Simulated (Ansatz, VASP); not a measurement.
# Sn: VASP beside Ansatz

INCAR

```
SYSTEM = Sn
PREC = Accurate
ENCUT = 520
EDIFF = 1E-7
ISMEAR = -1
SIGMA = 0.03
LREAL = .FALSE.
LASPH = .TRUE.
NELM = 60
ALGO = Normal
ISIF = 2
LWAVE = .FALSE.
LCHARG = .FALSE.
NBANDS = 21
```

Contents of KPOINTS:

```
Automatic mesh
0
G
  9 9 9
  0 0 0
```

File POSCAR:

```
Sn
1.0
    0.0000000000      3.3105120000      3.2456000000
    3.3105120000      0.0000000000      3.2456000000
    3.3105120000      3.3105120000      0.0000000000
Sn
2
Direct
    0.5000000000      0.5000000000      0.5000000000
    0.7500000000      0.7500000000      0.7500000000
```

Input for Ansatz:

```yaml
crystal:
  lattice:
    - [0.0, 3.310512, 3.2456]
    - [3.310512, 0.0, 3.2456]
    - [3.310512, 3.310512, 0.0]
  atoms:
    - { symbol: Sn, position: [0.5, 0.5, 0.5] }
    - { symbol: Sn, position: [0.75, 0.75, 0.75] }
kpoints:
  mp_grid: { grid: [9, 9, 9] }
  band_path:
    path:
      - [0.0, 0.0, 0.0]
      - [0.0, 0.5, 0.5]
      - [0.25, 0.75, 0.5]
      - [0.0, 0.5, 0.0]
      - [0.0, 0.0, 0.0]
      - [0.5, 0.5, 0.0]
      - [0.38005, 0.61995, 0.0]
      - [-0.38005, 0.38005, 0.0]
      - [0.0, 0.0, 0.0]
    npoints: 5
scf:
  occupations: { method: fermi_dirac, width: 0.03 }
hamiltonian:
  xc: lda
  pseudopotentials: { kind: all_electron, lapw: { basis_error: 0.00025 } }
output:
  forces: true
  stress: true
  eigenvalues: true
```

Change from the starting cell: equal xx and yy strain of +2 %.

Alike in both runs: task single point; functional LDA; k mesh 9 × 9 × 9; occupations fermi-dirac, width 0.03 eV; no spin polarisation.

```csv
,VASP,Ansatz
version,VASP 6.6.1,Ansatz 0.2.0
potentials or method,"VASP PAW LDA potentials, release 64 (Sn_d), cutoff 520 eV","all-electron LAPW, scalar-relativistic"
```

|  | VASP | Ansatz | Ansatz less VASP |
| --- | --- | --- | --- |
| pressure (GPa) | -1.9 | -1.9 | +0.02 |
| traceless stress, the component that is largest in VASP (GPa) | 0.37 | 0.36 | -0.006 |

LDA's correlation is that of Perdew and Zunger in VASP and of Perdew and Wang (1992) in Ansatz. Ansatz ran all-electron here, and VASP with PAW potentials.
